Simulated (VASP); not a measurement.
# Cd in VASP: relaxation of the atoms with PBE

Aim: the relaxation of the atoms of Cd with PBE.

All numbers are computed with VASP 6.6.1; they aren't measurements. Logs are shortened: lines on timing, memory, paths and dates and some standing lists are left out, and cuts for length are marked.

**1. The cell of the first run**

The cell holds a slab with vacuum, 4 atoms: a = 2.979 Å, b = 2.979 Å, c = 20.426 Å, α = 90.00°, β = 90.00°, γ = 120.00°.

**2. Relaxation of the atoms, PBE**

File INCAR:

```
PREC = Accurate
ENCUT = 450
EDIFF = 1E-7
ISMEAR = -1
SIGMA = 0.15
LREAL = False
LASPH = True
NELM = 120
ALGO = Normal
ISIF = 2
LWAVE = False
LCHARG = False
LDIPOL = True
IDIPOL = 3
DIPOL = 0.5 0.5 0.500
GGA = PE
IBRION = 2
NSW = 50
EDIFFG = -0.03
GGA_COMPAT = False
NELMIN = 4
NELMDL = -8
```

File KPOINTS:

```
regular mesh
0
Gamma
  7 7 1
```

File POSCAR:

```
Cd
1.0
    2.9788700000      0.0000000000      0.0000000000
   -1.4894350000      2.5797770946      0.0000000000
    0.0000000000      0.0000000000     20.4264750000
Cd
4
Direct
    0.3333330000      0.6666670000      0.2937364376
    0.6666670000      0.3333330000      0.4312454792
    0.3333330000      0.6666670000      0.5687545208
    0.6666670000      0.3333330000      0.7062635624
```

Potentials or basis: VASP PAW PBE potentials, release 64 (Cd).

On the command line:

```console
> cat potpaw_PBE.64/Cd/POTCAR > POTCAR
> mpirun -np 1 vasp_std > vasp.out
```

OUTCAR:

```text
PREC = Accurate
   ENCUT = 450
   EDIFF = 1E-7
   ISMEAR = -1
   LREAL = False
   LASPH = True
   NELM = 120
   ISIF = 2
   GGA = PE
   IBRION = 2
   NSW = 50
   EDIFFG = -0.03
   NELMIN = 4
   NELMDL = -8

 ion  position               nearest neighbor table
   1  0.333  0.667  0.294-   2 3.29   2 3.29   2 3.29
   2  0.667  0.333  0.431-   1 3.29   3 3.29   1 3.29   3 3.29   1 3.29   3 3.29
   3  0.333  0.667  0.569-   2 3.29   4 3.29   2 3.29   4 3.29   2 3.29   4 3.29
   4  0.667  0.333  0.706-   3 3.29   3 3.29   3 3.29

  LATTYP: Found a hexagonal cell.
 ALAT       =     2.9788700000
 C/A-ratio  =     6.8571219959

  Lattice vectors:

 A1 = (   2.9788700000,   0.0000000000,   0.0000000000)
 A2 = (  -1.4894350000,   2.5797770946,   0.0000000000)
 A3 = (   0.0000000000,   0.0000000000,  20.4264750000)

Analysis of symmetry for initial positions (statically):
=====================================================================
 Subroutine PRICEL returns:
 Original cell was already a primitive cell.

 Routine SETGRP: Setting up the symmetry group for a
 hexagonal supercell.

 Subroutine GETGRP returns: Found 12 space group operations
 (whereof 12 operations were pure point group operations)
 out of a pool of 24 trial point group operations.

The static configuration has the point symmetry D_3d.

Analysis of symmetry for dynamics (positions and initial velocities):
=====================================================================
 Subroutine PRICEL returns:
 Original cell was already a primitive cell.

 Routine SETGRP: Setting up the symmetry group for a
 hexagonal supercell.

 Subroutine GETGRP returns: Found 12 space group operations
 (whereof 12 operations were pure point group operations)
 out of a pool of 24 trial point group operations.

The dynamic configuration has the point symmetry D_3d.

 Subroutine INISYM returns: Found 12 space group operations
 (whereof 12 operations are pure point group operations),
 and found     1 'primitive' translations

----------------------------------------------------------------------------------------

                                     Primitive cell

  volume of cell :     156.9738

  direct lattice vectors                    reciprocal lattice vectors
     2.978870000  0.000000000  0.000000000     0.335697765  0.193815195  0.000000000
    -1.489435000  2.579777095  0.000000000     0.000000000  0.387630389  0.000000000
     0.000000000  0.000000000 20.426475000     0.000000000  0.000000000  0.048956073

  length of vectors
     2.978870000  2.978870000 20.426475000     0.387630390  0.387630389  0.048956073

  position of ions in fractional coordinates (direct lattice)
     0.333333000  0.666667000  0.293736438
     0.666667000  0.333333000  0.431245479
     0.333333000  0.666667000  0.568754521
     0.666667000  0.333333000  0.706263562

  ion indices of the primitive-cell ions
   primitive index   ion index
                 1           1
                 2           2
                 3           3
                 4           4

----------------------------------------------------------------------------------------

 KPOINTS: regular mesh

Automatic generation of k-mesh.
 Grid dimensions read from file:
 generate k-points for:    7    7    1

 Generating k-lattice:

  Cartesian coordinates                     Fractional coordinates (reciprocal lattice)
     0.047956824  0.027687885  0.000000000     0.142857143  0.000000000  0.000000000
     0.000000000  0.055375770  0.000000000     0.000000000  0.142857143  0.000000000
     0.000000000  0.000000000  0.048956073     0.000000000  0.000000000  1.000000000

  Length of vectors
     0.055375770  0.055375770  0.048956073

  Shift w.r.t. Gamma in fractional coordinates (k-lattice)
     0.000000000  0.000000000  0.000000000

 Subroutine IBZKPT returns following result:
 ===========================================

 Found      8 irreducible k-points:

 Following reciprocal coordinates:
            Coordinates               Weight
  0.000000  0.000000  0.000000      1.000000
  0.142857 -0.000000  0.000000      6.000000
  0.285714  0.000000  0.000000      6.000000
  0.428571  0.000000  0.000000      6.000000
  0.142857  0.142857  0.000000      6.000000
  0.285714  0.142857  0.000000     12.000000
  0.428571  0.142857  0.000000      6.000000
  0.285714  0.285714  0.000000      6.000000
   k-points           NKPTS =      8   k-points in BZ     NKDIM =      8   number of bands    NBANDS=     28
   number of dos      NEDOS =    301   number of ions     NIONS =      4
   total plane-waves  NPLWV =  82944
   dimension x,y,z NGX =    24 NGY =   24 NGZ =  144
   dimension x,y,z NGXF=    48 NGYF=   48 NGZF=  288
   ions per type =               4
   NGX,Y,Z   is equivalent  to a cutoff of  13.39, 13.39, 11.72 a.u.
   NGXF,Y,Z  is equivalent  to a cutoff of  26.79, 26.79, 23.44 a.u.
 SYSTEM =  unknown system
   PREC   = accura    normal or accurate (medium, high low for compatibility)
   ISTART =      0    job   : 0-new  1-cont  2-samecut
   ICHARG =      2    charge: 1-file 2-atom 10-const
   ISPIN  =      1    spin polarized calculation?
   LNONCOLLINEAR =      F non collinear calculations
   LSORBIT =      F    spin-orbit coupling
   LASPH  =      T    aspherical Exc in radial PAW
   ENCUT  =  450.0 eV  33.07 Ry    5.75 a.u.   5.15  5.15 35.33*2*pi/ulx,y,z
   NELM   =    120;   NELMIN=  4; NELMDL= -8     # of ELM steps
   EDIFF  = 0.1E-06   stopping-criterion for ELM
   LREAL  =      F    real-space projection
   EDIFFG = -.3E-01   stopping-criterion for IOM
   NSW    =     50    number of steps for IOM
   IBRION =      2    ionic relax: 0-MD 1-quasi-New 2-CG
   NFREE  =      1    steps in history (QN), initial steepest desc. (CG)
   ISIF   =      2    stress and relaxation
   ISYM   =      2    0-nonsym 1-usesym 2-fastsym
   POTIM  = 0.5000    time-step for ionic-motion
   TEBEG  =    0.0;   TEEND  =   0.0 temperature during run
   PSTRESS=    0.0 pullay stress
   NELECT =      48.0000    total number of electrons
   NUPDOWN=      -1.0000    fix difference up-down
   EMIN   =  10.00;   EMAX   =-10.00  energy-range for DOS
   EFERMI =   0.00;   METHOD = LEGACY
   ISMEAR =    -1;   SIGMA  =   0.15  broadening in eV -4-tet -1-fermi 0-gaus
   EFERMI_NEDOS =   21; number of points for ismear=-14 and -15
   IALGO  =     38    algorithm
   IMIX   =      4    mixing-type and parameters
     AMIX     =   0.40;   BMIX     =  1.00
     AMIX_MAG =   1.60;   BMIX_MAG =  1.00
  volume/ion in A,a.u.               =      39.24       264.83
  Fermi-wavevector in a.u.,A,eV,Ry     =   1.102926  2.084227 16.550735  1.216445
  Thomas-Fermi vector in A             =   2.239376
   LORBIT       =      0    0 simple, 1 ext, 2 COOP (PROOUT), +10 PAW based schemes
   GGA     = PE    functional components
   LHFCALC =     F    Hartree Fock is set to
   AEXX    =    0.0000 exact exchange contribution
   IVDW    =     0    specifies the selected vdW correction
   LEPSILON=     F    determine dielectric tensor
   LRPA    =     F    only Hartree local field effects (RPA)
 conjugate gradient relaxation of ions
 non-spin polarized calculation
  energy-cutoff  :      450.00
  volume of cell :      156.97
 maximum number of plane-waves:      3423
 NGX is ok and might be reduce to    24
   NGX = 11   NGY = 11   NGZ = 71

--------------------------------------- Ionic step        1  -------------------------------------------

 number of electron      47.9999988 magnetization

 Free energy of the ion-electron system (eV)
  ---------------------------------------------------
  ext. energy  EPLUGINS =         0.00000000
  ---------------------------------------------------
  free energy    TOTEN  =        -2.85578917 eV

  energy without entropy =       -2.78531289  energy(sigma->0) =       -2.82055103

------------------------ aborting loop because EDIFF is reached ----------------------------------------

  FORCE on cell =-STRESS in cart. coord.  units (eV):
  Direction    XX          YY          ZZ          XY          YZ          ZX
  --------------------------------------------------------------------------------------
  -------------------------------------------------------------------------------------
  Total        1.0127360      1.0127360      0.2315103      0.0000000     -0.0000000      0.0000000
  in kB       10.3366463     10.3366463      2.3629452      0.0000000     -0.0000000      0.0000000
  external PRESSURE =       7.6787460 kB  Pullay stress =       0.0000000 kB
[... 177 lines left out ...]
--------------------------------------- Ionic step        6  -------------------------------------------

 number of electron      47.9999985 magnetization

 dipolmoment           0.000000      0.000000      0.000000 electrons x Angstroem

------------------------ aborting loop because EDIFF is reached ----------------------------------------

  FORCE on cell =-STRESS in cart. coord.  units (eV):
  Direction    XX          YY          ZZ          XY          YZ          ZX
  --------------------------------------------------------------------------------------
  -------------------------------------------------------------------------------------
  Total        0.9981286      0.9981286      0.2121501      0.0000000      0.0000000      0.0000000
  in kB       10.1875540     10.1875540      2.1653428      0.0000000      0.0000000      0.0000000
  external PRESSURE =       7.5134836 kB  Pullay stress =       0.0000000 kB
[... 25 lines left out ...]
--------------------------------------- Ionic step        7  -------------------------------------------

 number of electron      47.9999989 magnetization

 dipolmoment           0.000000      0.000000     -0.000000 electrons x Angstroem

 Free energy of the ion-electron system (eV)
  ---------------------------------------------------
  ext. energy  EPLUGINS =         0.00000000
  ---------------------------------------------------
  free energy    TOTEN  =        -2.86147455 eV

  energy without entropy =       -2.79390463  energy(sigma->0) =       -2.82768959

 E-fermi :  -0.1279     XC(G=0):  -6.8092

 val. band max:       -0.2186679779   @ k =   0.1429   0.1429   0.0000
 cond. band min:       0.0701825059   @ k =   0.2857   0.2857   0.0000
 fundamental gap:      0.2888504839
 Fermi energy:        -0.1279017028

 k-point     1 :       0.0000    0.0000    0.0000
  band No.  band energies     occupation
      1      -9.8401      2.00000
      2      -9.7709      2.00000
      3      -9.6651      2.00000
      4      -9.6312      2.00000
      5      -9.2425      2.00000
      6      -9.2425      2.00000
[... 237 lines left out ...]
     27       2.3160      0.00000
     28       2.7409      0.00000

------------------------ aborting loop because EDIFF is reached ----------------------------------------

 vacuum level on the upper side and lower side of the slab       (xc-potential included)        -0.363        -0.363

  FORCE on cell =-STRESS in cart. coord.  units (eV):
  Direction    XX          YY          ZZ          XY          YZ          ZX
  --------------------------------------------------------------------------------------
  -------------------------------------------------------------------------------------
  Total        0.9602099      0.9602099      0.0747739      0.0000000      0.0000000     -0.0000000
  in kB        9.8005309      9.8005309      0.7631916      0.0000000      0.0000000     -0.0000000
  external PRESSURE =       6.7880844 kB  Pullay stress =       0.0000000 kB
[... 19 lines left out ...]
  FREE ENERGIE OF THE ION-ELECTRON SYSTEM (eV)
  ---------------------------------------------------
  free  energy   TOTEN  =        -2.8614745526 eV

  energy  without entropy=       -2.7939046332  energy(sigma->0) =       -2.82768959

 reached required accuracy - stopping structural energy minimisation

 vacuum level on the upper side and lower side of the slab         3.321         3.321
```

Wall time 2.2 min (1 thread of Intel Xeon Platinum 8488C (Sapphire Rapids), shared host); peak memory 0.26 GiB.

Results:

```yaml
Free_energy: -2.8615 eV
Energy_gained_by_relaxing: 1.4 meV/atom
Ionic_steps: 7
Largest_force_after_relaxing: 0.028 eV/Å
Band_gap_on_the_k_mesh: zero (bands 24 and 25 overlap by 3.50 eV)
```

Forces on the atoms (eV/Å):
```
Cd   0.000  0.000 -0.028
Cd   0.000  0.000  0.001
Cd   0.000  0.000 -0.001
Cd   0.000  0.000  0.028
```

Step by step:
| step | energy change (eV) | largest force (eV/Å) | pressure (GPa) |
| --- | --- | --- | --- |
| 1 | 0.0000 | 0.0992 | 0.77 |
| 2 | -0.0009 | 0.0855 | 0.77 |
| 3 | -0.0028 | 0.0427 | 0.77 |
| 4 | -0.0034 | 0.0631 | 0.78 |
| 5 | -0.0037 | 0.0521 | 0.78 |
| 6 | -0.0043 | 0.0465 | 0.75 |
| 7 | -0.0057 | 0.0283 | 0.68 |

Final structure:
```xyz
4
Lattice="2.9789 0.0000 0.0000 -1.4894 2.5798 0.0000 0.0000 0.0000 20.4265" Properties=species:S:1:pos:R:3 pbc="T T T"
Cd    0.0000    1.7199    5.9690
Cd    1.4894    0.8599    8.7619
Cd    0.0000    1.7199   11.6646
Cd    1.4894    0.8599   14.4574
```

Levels at points of the mesh, in eV from the Fermi level:
| k point | band 22 | band 23 | band 24 | band 25 | band 26 | band 27 |
| --- | --- | --- | --- | --- | --- | --- |
| (0.00, 0.00, 0.00) | -7.60 | -6.10 | -4.29 | -1.99 | 0.43 | 2.66 |
